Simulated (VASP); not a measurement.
# Ir (P6_3/mmc) in VASP: notebook

Runs on Ir. Level: LDA. Tasks: single point.

Program: VASP 6.6.1. These are calculated values, not measurements. Logs are shortened: lines on timing, memory, paths and dates and some standing lists are left out, and cuts for length are marked.

## (1) The cell of the first run

The structure is hexagonal, space group P6_3/mmc (No. 194). Conventional cell: a = 2.579 Å, b = 2.579 Å, c = 4.606 Å, α = 90.00°, β = 90.00°, γ = 120.00°. Ir (site symmetry -6m2) has 12 Ir at 2.58 to 2.74 Å within 3.4 Å.

This isn't the form of Ir at room conditions, which is fcc.

## (2) Single point, LDA

INCAR reads:

```
PREC = Accurate
ENCUT = 500
EDIFF = 1E-6
ISMEAR = 0
SIGMA = 0.15
LREAL = F
LASPH = T
NELM = 120
ALGO = Normal
ISIF = 2
LWAVE = F
LCHARG = F
NBANDS = 16
GGA_COMPAT = F
```

KPOINTS reads:

```
regular mesh
0
Gamma
  18 18 10
```

POSCAR reads:

```
Ir
1.0
    2.5790000000      0.0000000000      0.0000000000
   -1.2895000000      2.2334795163      0.0000000000
    0.0000000000      0.0000000000      4.6056000000
Ir
2
Direct
    0.6666666667      0.3333333333      0.7500000000
    0.3333333333      0.6666666667      0.2500000000
```

Potentials or basis: VASP PAW LDA potentials, release 64 (Ir).

Started as:

```sh
$ cat potpaw_LDA.64/Ir/POTCAR > POTCAR
$ mpirun -np 1 vasp_std > vasp.out
```

OUTCAR:

```text
PREC = Accurate
   ENCUT = 500
   EDIFF = 1E-6
   ISMEAR = 0
   LREAL = F
   LASPH = T
   NELM = 120
   ISIF = 2

 ion  position               nearest neighbor table
   1  0.667  0.333  0.750-   2 2.74   2 2.74   2 2.74   2 2.74   2 2.74   2 2.74
   2  0.333  0.667  0.250-   1 2.74   1 2.74   1 2.74   1 2.74   1 2.74   1 2.74

  LATTYP: Found a hexagonal cell.
 ALAT       =     2.5790000000
 C/A-ratio  =     1.7858084529

  Lattice vectors:

 A1 = (   2.5790000000,   0.0000000000,   0.0000000000)
 A2 = (  -1.2895000000,   2.2334795163,   0.0000000000)
 A3 = (   0.0000000000,   0.0000000000,   4.6056000000)

Analysis of symmetry for initial positions (statically):
=====================================================================
 Subroutine PRICEL returns:
 Original cell was already a primitive cell.

 Routine SETGRP: Setting up the symmetry group for a
 hexagonal supercell.

 Subroutine GETGRP returns: Found 24 space group operations
 (whereof 12 operations were pure point group operations)
 out of a pool of 24 trial point group operations.

The static configuration has the point symmetry D_3d.
 The point group associated with its full space group is D_6h.

Analysis of symmetry for dynamics (positions and initial velocities):
=====================================================================
 Subroutine PRICEL returns:
 Original cell was already a primitive cell.

 Routine SETGRP: Setting up the symmetry group for a
 hexagonal supercell.

 Subroutine GETGRP returns: Found 24 space group operations
 (whereof 12 operations were pure point group operations)
 out of a pool of 24 trial point group operations.

The dynamic configuration has the point symmetry D_3d.
 The point group associated with its full space group is D_6h.

 Subroutine INISYM returns: Found 24 space group operations
 (whereof 12 operations are pure point group operations),
 and found     1 'primitive' translations

----------------------------------------------------------------------------------------

                                     Primitive cell

  volume of cell :      26.5289

  direct lattice vectors                    reciprocal lattice vectors
     2.579000000  0.000000000  0.000000000     0.387747189  0.223865944  0.000000000
    -1.289500000  2.233479516  0.000000000     0.000000000  0.447731888  0.000000000
     0.000000000  0.000000000  4.605600000     0.000000000  0.000000000  0.217126976

  length of vectors
     2.579000000  2.579000000  4.605600000     0.447731888  0.447731888  0.217126976

  position of ions in fractional coordinates (direct lattice)
     0.666666667  0.333333333  0.750000000
     0.333333333  0.666666667  0.250000000

  ion indices of the primitive-cell ions
   primitive index   ion index
                 1           1
                 2           2

----------------------------------------------------------------------------------------

 KPOINTS: regular mesh

Automatic generation of k-mesh.
 Grid dimensions read from file:
 generate k-points for:   18   18   10

 Generating k-lattice:

  Cartesian coordinates                     Fractional coordinates (reciprocal lattice)
     0.021541510  0.012436997  0.000000000     0.055555556  0.000000000  0.000000000
     0.000000000  0.024873994  0.000000000     0.000000000  0.055555556  0.000000000
     0.000000000  0.000000000  0.021712698     0.000000000  0.000000000  0.100000000

  Length of vectors
     0.024873994  0.024873994  0.021712698

  Shift w.r.t. Gamma in fractional coordinates (k-lattice)
     0.000000000  0.000000000  0.000000000

 Subroutine IBZKPT returns following result:
 ===========================================

 Found    222 irreducible k-points:

 Following reciprocal coordinates:
            Coordinates               Weight
  0.000000  0.000000  0.000000      1.000000
  0.055556  0.000000  0.000000      6.000000
  0.111111  0.000000  0.000000      6.000000
  0.166667 -0.000000  0.000000      6.000000
  0.222222  0.000000  0.000000      6.000000
  0.277778 -0.000000  0.000000      6.000000
[... 16 lines left out ...]
  0.333333  0.111111  0.000000     12.000000
  0.388889  0.111111  0.000000     12.000000
 [... further k-points ...]
   k-points           NKPTS =    222   k-points in BZ     NKDIM =    222   number of bands    NBANDS=     16
   number of dos      NEDOS =    301   number of ions     NIONS =      2
   total plane-waves  NPLWV =  14400
   dimension x,y,z NGX =    20 NGY =   20 NGZ =   36
   dimension x,y,z NGXF=    40 NGYF=   40 NGZF=   72
   ions per type =               2
   NGX,Y,Z   is equivalent  to a cutoff of  12.89, 12.89, 12.99 a.u.
   NGXF,Y,Z  is equivalent  to a cutoff of  25.78, 25.78, 25.99 a.u.
 SYSTEM =  unknown system
   PREC   = accura    normal or accurate (medium, high low for compatibility)
   ISTART =      0    job   : 0-new  1-cont  2-samecut
   ICHARG =      2    charge: 1-file 2-atom 10-const
   ISPIN  =      1    spin polarized calculation?
   LNONCOLLINEAR =      F non collinear calculations
   LSORBIT =      F    spin-orbit coupling
   LASPH  =      T    aspherical Exc in radial PAW
   ENCUT  =  500.0 eV  36.75 Ry    6.06 a.u.   4.70  4.70  8.40*2*pi/ulx,y,z
   NELM   =    120;   NELMIN=  2; NELMDL= -5     # of ELM steps
   EDIFF  = 0.1E-05   stopping-criterion for ELM
   LREAL  =      F    real-space projection
   EDIFFG = 0.1E-04   stopping-criterion for IOM
   NSW    =      0    number of steps for IOM
   IBRION =     -1    ionic relax: 0-MD 1-quasi-New 2-CG
   NFREE  =      0    steps in history (QN), initial steepest desc. (CG)
   ISIF   =      2    stress and relaxation
   ISYM   =      2    0-nonsym 1-usesym 2-fastsym
   POTIM  = 0.5000    time-step for ionic-motion
   TEBEG  =    0.0;   TEEND  =   0.0 temperature during run
   PSTRESS=    0.0 pullay stress
   NELECT =      18.0000    total number of electrons
   NUPDOWN=      -1.0000    fix difference up-down
   EMIN   =  10.00;   EMAX   =-10.00  energy-range for DOS
   EFERMI =   0.00;   METHOD = LEGACY
   ISMEAR =     0;   SIGMA  =   0.15  broadening in eV -4-tet -1-fermi 0-gaus
   EFERMI_NEDOS =   21; number of points for ismear=-14 and -15
   IALGO  =     38    algorithm
   IMIX   =      4    mixing-type and parameters
     AMIX     =   0.40;   BMIX     =  1.00
     AMIX_MAG =   1.60;   BMIX_MAG =  1.00
  volume/ion in A,a.u.               =      13.26        89.51
  Fermi-wavevector in a.u.,A,eV,Ry     =   1.438553  2.718471 28.156363  2.069434
  Thomas-Fermi vector in A             =   2.557507
   LORBIT       =      0    0 simple, 1 ext, 2 COOP (PROOUT), +10 PAW based schemes
   GGA     = CA    functional components
   LHFCALC =     F    Hartree Fock is set to
   AEXX    =    0.0000 exact exchange contribution
   IVDW    =     0    specifies the selected vdW correction
   LEPSILON=     F    determine dielectric tensor
   LRPA    =     F    only Hartree local field effects (RPA)
 non-spin polarized calculation
 Gauss-broadening in eV      SIGMA  =   0.15
  energy-cutoff  :      500.00
  volume of cell :       26.53
 maximum number of plane-waves:       689
 NGX is ok and might be reduce to    20

 number of electron      18.0000000 magnetization

 Free energy of the ion-electron system (eV)
  ---------------------------------------------------
  ext. energy  EPLUGINS =         0.00000000
  ---------------------------------------------------
  free energy    TOTEN  =       -20.14612651 eV

  energy without entropy =      -20.12285059  energy(sigma->0) =      -20.13448855

 E-fermi :  11.4699     XC(G=0): -14.5037

 val. band max:       11.4694617207   @ k =   0.3333   0.0556   0.2000
 cond. band min:      11.4732899642   @ k =   0.3333   0.0000   0.1000
 fundamental gap:      0.0038282436
 Fermi energy:        11.4698797641

 k-point     1 :       0.0000    0.0000    0.0000
  band No.  band energies     occupation
      1      -0.3223      2.00000
      2       2.4075      2.00000
      3       6.1976      2.00000
      4       7.3416      2.00000
      5       7.3416      2.00000
      6       7.8442      2.00000
[... 8 lines left out ...]
     15      26.5566      0.00000
     16      28.8248      0.00000

 k-point     2 :       0.0556    0.0000    0.0000
  band No.  band energies     occupation
      1      -0.1792      2.00000
      2       2.5504      2.00000
      3       6.2303      2.00000
      4       7.2760      2.00000
      5       7.4678      2.00000
      6       7.7487      2.00000
[... 8 lines left out ...]
     15      26.8013      0.00000
     16      29.1070      0.00000

 k-point     3 :       0.1111    0.0000    0.0000
  band No.  band energies     occupation
      1       0.2356      2.00000
      2       2.9511      2.00000
      3       6.2490      2.00000
      4       7.1669      2.00000
      5       7.5418      2.00000
      6       7.8413      2.00000
[... 8 lines left out ...]
     15      27.4650      0.00000
     16      29.8674      0.00000

 k-point     4 :       0.1667   -0.0000    0.0000
  band No.  band energies     occupation
      1       0.8749      2.00000
      2       3.4987      2.00000
      3       6.1418      2.00000
      4       6.9447      2.00000
      5       7.1179      2.00000
      6       7.6603      2.00000
[... 8 lines left out ...]
     15      28.1892      0.00000
     16      30.5552      0.00000
[... 324 lines left out ...]
 k-point    22 :       0.2778    0.1111    0.0000
  band No.  band energies     occupation
      1       3.4094      2.00000
      2       4.1063      2.00000
      3       4.7691      2.00000
      4       6.3152      2.00000
      5       7.1587      2.00000
      6       7.2473      2.00000
[... 8 lines left out ...]
     15      25.4512      0.00000
     16      26.8394      0.00000

 k-point    23 :       0.3333    0.1111    0.0000
  band No.  band energies     occupation
      1       3.6456      2.00000
      2       3.8559      2.00000
      3       4.3527      2.00000
      4       6.8337      2.00000
      5       7.0957      2.00000
      6       7.7322      2.00000
[... 8 lines left out ...]
     15      24.0665      0.00000
     16      26.2613      0.00000

 k-point    24 :       0.3889    0.1111    0.0000
  band No.  band energies     occupation
      1       3.5654      2.00000
      2       3.8047      2.00000
      3       4.0965      2.00000
      4       7.0453      2.00000
      5       7.4427      2.00000
      6       7.6673      2.00000
[... 8 lines left out ...]
     15      22.8350      0.00000
     16      25.8853      0.00000

 [... further k-points ...]

------------------------ aborting loop because EDIFF is reached ----------------------------------------

  FORCE on cell =-STRESS in cart. coord.  units (eV):
  Direction    XX          YY          ZZ          XY          YZ          ZX
  --------------------------------------------------------------------------------------
  -------------------------------------------------------------------------------------
  Total        7.5801511      7.5801511     -0.7494296      0.0000000     -0.0000000      0.0000000
  in kB      457.7927506    457.7927505    -45.2607627      0.0000000     -0.0000000      0.0000000
  external PRESSURE =     290.1082461 kB  Pullay stress =       0.0000000 kB

 VOLUME and BASIS-vectors are now :
 -----------------------------------------------------------------------------
  energy-cutoff  :      500.00
  volume of cell :       26.53
      direct lattice vectors                 reciprocal lattice vectors
     2.579000000  0.000000000  0.000000000     0.387747189  0.223865944  0.000000000
    -1.289500000  2.233479516  0.000000000     0.000000000  0.447731888  0.000000000
     0.000000000  0.000000000  4.605600000     0.000000000  0.000000000  0.217126976

 POSITION                                       TOTAL-FORCE (eV/Angst)
 -----------------------------------------------------------------------------------
      1.28950      0.74449      3.45420        -0.000000     -0.000000      0.000000
     -0.00000      1.48899      1.15140         0.000000      0.000000      0.000000
 -----------------------------------------------------------------------------------
    total drift:                               -0.000000      0.000000     -0.000000

  FREE ENERGIE OF THE ION-ELECTRON SYSTEM (eV)
  ---------------------------------------------------
  free  energy   TOTEN  =       -20.1461265063 eV

  energy  without entropy=      -20.1228505874  energy(sigma->0) =      -20.13448855
```

It took 29 s on 1 thread of AMD EPYC 9R45 (Zen 5), shared host; peak memory 0.16 GiB.

What came out:

```yaml
Free_energy: -20.1461 eV
Pressure: 29.0 GPa
Band_gap_on_the_k_mesh: zero (bands 9 and 10 overlap by 4.08 eV)
```

Stress tensor (GPa, compression positive):
```
45.78  0.00  0.00
 0.00 45.78  0.00
 0.00  0.00 -4.53
```

Caveat: the stress differs along the axes, from -5 to 46 GPa; spin-orbit coupling is left out, which moves the levels of the heavy elements.

## (3) Single point, LDA

This run uses another cell than the first one, of the same volume but with other edges.

INCAR reads:

```
SYSTEM = Ir
PREC     = Accurate       ! precision mode
ENCUT    = 500            ! plane-wave cutoff, eV
EDIFF    = 1E-6           ! SCF threshold, eV
ISMEAR   = 0              ! smearing method
SIGMA    = 0.15           ! smearing width, eV
LREAL    = .False.        ! projectors in reciprocal space
LASPH    = .True.         ! aspherical terms in the spheres
NELM     = 120            ! most SCF steps
ALGO     = Normal         ! electronic algorithm
ISIF     = 2              ! what is computed and relaxed
LWAVE    = .False.        ! write WAVECAR
LCHARG   = .False.        ! write CHGCAR
GGA      = CA             ! functional
NBANDS   = 16             ! bands
GGA_COMPAT= .False.
```

KPOINTS reads:

```
regular mesh
0
Gamma
  18 18 10
  0 0 0
```

POSCAR reads:

```
Ir
1.0
    2.6782000000      0.0000000000      0.0000000000
   -1.3391000000      2.3193892364      0.0000000000
    0.0000000000      0.0000000000      4.2693000000
Ir
2
Direct
    0.6666666667      0.3333333333      0.7500000000
    0.3333333333      0.6666666667      0.2500000000
```

Potentials or basis: VASP PAW LDA potentials, release 64 (Ir).

Started as:

```sh
$ cat potpaw_LDA.64/Ir/POTCAR > POTCAR
$ mpirun -np 1 vasp_std > vasp.out
```

Wall time 24 s (1 thread of AMD EPYC 9R45 (Zen 5), shared host); peak memory 0.16 GiB.

It converged, with:

- Free energy: -20.3938 eV
- Pressure: 24.8 GPa
- Band gap on the k mesh: zero (bands 9 and 10 overlap by 3.83 eV)

Stress tensor (GPa, compression positive):
```
21.62  0.00  0.00
 0.00 21.62  0.00
 0.00  0.00 31.24
```

Levels at points of the mesh, in eV from the Fermi level:
```csv
k point,band 6,band 7,band 8,band 9,band 10,band 11,band 12,band 13
"(0.00, 0.00, 0.00)",-3.55,-3.55,-2.85,-2.85,-0.79,0.26,0.26,7.94
"(0.50, 0.00, 0.00)",-3.86,-3.23,0.66,1.18,1.18,3.18,4.70,8.69
"(0.00, 0.00, 0.50)",-4.52,-4.52,-4.52,-0.54,-0.54,-0.54,-0.54,13.61
"(0.50, 0.00, 0.50)",-2.51,-1.14,-1.14,0.97,0.97,2.15,2.15,8.24
```

Caveat: the stress differs along the axes, from 22 to 31 GPa; spin-orbit coupling is left out, which moves the levels of the heavy elements.

## (4) Single point, LDA

This run uses another cell than the first one, of 13.30 Å³/atom.

INCAR reads:

```
SYSTEM = Ir
ALGO = Normal
EDIFF = 1E-6
ENCUT = 500
GGA_COMPAT = .FALSE.
ISIF = 2
ISMEAR = 0
LASPH = .TRUE.
LCHARG = .FALSE.
LREAL = .FALSE.
LWAVE = .FALSE.
NBANDS = 16
NELM = 120
PREC = Accurate
SIGMA = 0.15
```

KPOINTS reads:

```
k-points
0
G
  18 18 10
  0 0 0
```

POSCAR reads:

```
Ir
1.0
    2.7594000000      0.0000000000      0.0000000000
   -1.3797000000      2.3897104992      0.0000000000
    0.0000000000      0.0000000000      4.0353000000
Ir
2
Direct
    0.6666666667      0.3333333333      0.7500000000
    0.3333333333      0.6666666667      0.2500000000
```

Started as:

```sh
$ cat potpaw_LDA.64/Ir/POTCAR > POTCAR
$ mpirun -np 1 vasp_std > vasp.out
```

Run time: 25 s. Hardware: 1 thread of AMD EPYC 9R45 (Zen 5), shared host; peak memory 0.16 GiB.

Results (log left out):

| Property | Result |
| --- | --- |
| Free energy | -20.1367 eV |
| Pressure | 29.0 GPa |
| Band gap on the k mesh | zero (bands 9 and 10 overlap by 3.11 eV) |

Stress tensor (GPa, compression positive):
```
14.65  0.00  0.00
 0.00 14.65  0.00
 0.00  0.00 57.67
```

Levels at points of the mesh, in eV from the Fermi level:
```
           k point  band 7  band 8  band 9  band 10  band 11  band 12
(0.00, 0.00, 0.00)   -3.42   -3.42   -3.29     0.20     0.20     0.24
(0.50, 0.00, 0.00)   -2.62   -0.03    0.76     1.59     2.76     4.12
(0.00, 0.00, 0.50)   -4.39   -4.39   -0.42    -0.42    -0.42    -0.42
(0.50, 0.00, 0.50)   -1.23   -1.23    0.48     0.48     1.95     1.95
```

Caveat: the stress differs along the axes, from 15 to 58 GPa; spin-orbit coupling is left out, which moves the levels of the heavy elements.

## (5) Summary

```csv
cell,gap on the mesh (eV),pressure (GPa)
"a = 2.579, b = 2.579, c = 4.606 Å, angles 90.0, 90.0, 120.0°, 2 atoms",none,29.0
"a = 2.678, b = 2.678, c = 4.269 Å, angles 90.0, 90.0, 120.0°, 2 atoms",none,24.8
"a = 2.759, b = 2.759, c = 4.035 Å, angles 90.0, 90.0, 120.0°, 2 atoms",none,29.0
```

Alike in all rows: task single point; level LDA; potentials or basis VASP PAW LDA potentials, release 64 (Ir); no spin polarisation; k mesh 18 × 18 × 10; cutoff (eV) 500; smearing gaussian 0.15 eV.

Caveats: spin-orbit coupling is left out, which moves the levels of the heavy elements; the stress differs along the axes, from -5 to 46 GPa (at least some runs); the stress differs along the axes, from 22 to 31 GPa (at least some runs); the stress differs along the axes, from 15 to 58 GPa (at least some runs).

Total energies depend on the potentials used, so only differences within one code and one set of settings carry meaning.
